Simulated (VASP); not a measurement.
# Pt (Fm-3m) in VASP: a series of runs, part 2 of 2

VASP 6.6.1. Earlier steps stand in the parts before.

**4. Single point, LDA**

This run uses another cell than the first one, of 14.46 Å³/atom, 1.022 times its volume.

INCAR reads:

```
SYSTEM = Pt
PREC = Accurate
ENCUT = 520
EDIFF = 1E-6
ISMEAR = -1
SIGMA = 0.1
LREAL = .FALSE.
LASPH = .TRUE.
NELM = 80
ALGO = Normal
ISIF = 2
LWAVE = .FALSE.
LCHARG = .FALSE.
NBANDS = 11
```

KPOINTS reads:

```
regular mesh
0
G
  24 24 24
  0 0 0
```

POSCAR reads:

```
Pt
1.0
    0.0000000000      1.9336215647      1.9336215647
    1.9336215647      0.0000000000      1.9336215647
    1.9336215647      1.9336215647      0.0000000000
Pt
1
Direct
    0.0000000000      0.0000000000      0.0000000000
```

Potentials or basis: VASP PAW LDA potentials, release 64 (Pt).

Command:

```bash
> cat potpaw_LDA.64/Pt/POTCAR > POTCAR
> mpirun -np 1 vasp_std > vasp.out
```

OUTCAR:

```text
SYSTEM = Pt
   PREC = Accurate
   ENCUT = 520
   EDIFF = 1E-6
   ISMEAR = -1
   LREAL = .FALSE.
   LASPH = .TRUE.
   NELM = 80
   ISIF = 2

 ion  position               nearest neighbor table
   1  0.000  0.000  0.000-

  LATTYP: Found a face centered cubic cell.
 ALAT       =     3.8672431294

  Lattice vectors:

 A1 = (   0.0000000000,   1.9336215647,   1.9336215647)
 A2 = (   1.9336215647,   0.0000000000,   1.9336215647)
 A3 = (   1.9336215647,   1.9336215647,   0.0000000000)

Analysis of symmetry for initial positions (statically):
=====================================================================
 Subroutine PRICEL returns:
 Original cell was already a primitive cell.

 Routine SETGRP: Setting up the symmetry group for a
 face centered cubic supercell.

 Subroutine GETGRP returns: Found 48 space group operations
[... 9 lines left out ...]

 Routine SETGRP: Setting up the symmetry group for a
 face centered cubic supercell.

 Subroutine GETGRP returns: Found 48 space group operations
[... 11 lines left out ...]
                                     Primitive cell

  volume of cell :      14.4592

  direct lattice vectors                    reciprocal lattice vectors
     0.000000000  1.933621565  1.933621565    -0.258582139  0.258582139  0.258582139
     1.933621565  0.000000000  1.933621565     0.258582139 -0.258582139  0.258582139
     1.933621565  1.933621565  0.000000000     0.258582139  0.258582139 -0.258582139

  length of vectors
     2.734553841  2.734553841  2.734553841     0.447877402  0.447877402  0.447877402

  position of ions in fractional coordinates (direct lattice)
     0.000000000  0.000000000  0.000000000

  ion indices of the primitive-cell ions
   primitive index   ion index
                 1           1

----------------------------------------------------------------------------------------

 KPOINTS: regular mesh

Automatic generation of k-mesh.
 Grid dimensions read from file:
 generate k-points for:   24   24   24
[... 81 lines left out ...]
   IALGO  =     38    algorithm
   IMIX   =      4    mixing-type and parameters
     AMIX     =   0.40;   BMIX     =  1.00
     AMIX_MAG =   1.60;   BMIX_MAG =  1.00
  volume/ion in A,a.u.               =      14.46        97.58
  Fermi-wavevector in a.u.,A,eV,Ry     =   1.447749  2.735849 28.517511  2.095978
  Thomas-Fermi vector in A             =   2.565669
   LORBIT       =      0    0 simple, 1 ext, 2 COOP (PROOUT), +10 PAW based schemes
   GGA     = CA    functional components
   LHFCALC =     F    Hartree Fock is set to
   AEXX    =    0.0000 exact exchange contribution
   IVDW    =     0    specifies the selected vdW correction
   LEPSILON=     F    determine dielectric tensor
   LRPA    =     F    only Hartree local field effects (RPA)
 non-spin polarized calculation
  energy-cutoff  :      520.00
  volume of cell :       14.46
 maximum number of plane-waves:       399
   NGX = 11   NGY = 11   NGZ = 11

 number of electron      10.0000000 magnetization

 number of electron       9.9999999 magnetization

 Free energy of the ion-electron system (eV)
  ---------------------------------------------------
  ext. energy  EPLUGINS =         0.00000000
  ---------------------------------------------------
  free energy    TOTEN  =        -7.52562803 eV

  energy without entropy =       -7.47388135  energy(sigma->0) =       -7.49975469

 E-fermi :  11.9891     XC(G=0): -13.9326

 val. band max:       11.9886988892   @ k =   0.4167   0.3750   0.0000
 cond. band min:      11.9919528302   @ k =  -0.4167   0.4167   0.1667
 fundamental gap:      0.0032539411
 Fermi energy:        11.9891192216

 k-point     1 :       0.0000    0.0000    0.0000
  band No.  band energies     occupation
      1       1.2526      2.00000
      2       7.8939      2.00000
      3       7.8939      2.00000
      4       7.8939      2.00000
      5      10.2419      2.00000
      6      10.2419      2.00000
      7      26.4682      0.00000
      8      31.6306      0.00000
      9      31.6306      0.00000
     10      31.6306      0.00000
     11      37.2397      0.00000
[... 309 lines left out ...]
 k-point    24 :       0.4583    0.0417    0.0000
  band No.  band energies     occupation
      1       4.2285      2.00000
      2       7.8100      2.00000
      3       7.9254      2.00000
      4      10.3660      2.00000
      5      11.9929      0.98106
      6      12.2500      0.13711
      7      18.8759      0.00000
      8      26.3101      0.00000
      9      31.1913      0.00000
     10      31.5083      0.00000
     11      40.3897      0.00000

 [... further k-points ...]
[... 5 lines left out ...]
  --------------------------------------------------------------------------------------
  -------------------------------------------------------------------------------------
  Total        0.7107916      0.7107916      0.7107916      0.0000000      0.0000000      0.0000000
  in kB       78.7604968     78.7604968     78.7604968      0.0000000      0.0000000      0.0000000
  external PRESSURE =      78.7604968 kB  Pullay stress =       0.0000000 kB

 VOLUME and BASIS-vectors are now :
 -----------------------------------------------------------------------------
  energy-cutoff  :      520.00
  volume of cell :       14.46
      direct lattice vectors                 reciprocal lattice vectors
     0.000000000  1.933621565  1.933621565    -0.258582139  0.258582139  0.258582139
     1.933621565  0.000000000  1.933621565     0.258582139 -0.258582139  0.258582139
     1.933621565  1.933621565  0.000000000     0.258582139  0.258582139 -0.258582139

 POSITION                                       TOTAL-FORCE (eV/Angst)
 -----------------------------------------------------------------------------------
      0.00000      0.00000      0.00000         0.000000      0.000000      0.000000
 -----------------------------------------------------------------------------------
    total drift:                                0.000000      0.000000     -0.000000

  FREE ENERGIE OF THE ION-ELECTRON SYSTEM (eV)
  ---------------------------------------------------
  free  energy   TOTEN  =        -7.5256280286 eV

  energy  without entropy=       -7.4738813535  energy(sigma->0) =       -7.49975469
```

stdout:

```text
POSCAR found type information on POSCAR Pt
 POSCAR found :  1 types and       1 ions
 scaLAPACK will be used
 LDA part: xc-table for (Slater(with rela. corr.)+CA(PZ))
 , standard interpolation
 POSCAR, INCAR and KPOINTS ok, starting setup
 FFT: planning ... GRIDC
 FFT: planning ... GRID_SOFT
 FFT: planning ... GRID
 WAVECAR not read
 entering main loop
```

Wall time 21 s (1 thread of Intel Xeon Platinum 8481C at 2.70GHz (Sapphire Rapids), shared host); peak memory 0.17 GiB.

What came out:

* Free energy: -7.5256 eV
* Pressure: 7.9 GPa
* Band gap on the k mesh: zero (band 5 reaches 12.52 eV, above the bottom of band 6 at 10.12 eV)

Caveat: spin-orbit coupling is left out, which moves the levels of the heavy elements.

**5. Overview**

| cell | gap on the mesh (eV) | pressure (GPa) |
| --- | --- | --- |
| a = 2.714 Å, angles 60.0°, 1 atom | none | 16.0 |
| a = 2.727 Å, angles 60.0°, 1 atom | none | 10.9 |
| a = 2.735 Å, angles 60.0°, 1 atom | none | 7.9 |

Alike in all rows: task single point; level LDA; potentials or basis VASP PAW LDA potentials, release 64 (Pt); no spin polarisation; k mesh 24 × 24 × 24; cutoff (eV) 520; smearing fermi-dirac 0.1 eV.

Caveats: spin-orbit coupling is left out, which moves the levels of the heavy elements.

Total energies depend on the potentials used, so only differences within one code and one set of settings carry meaning.
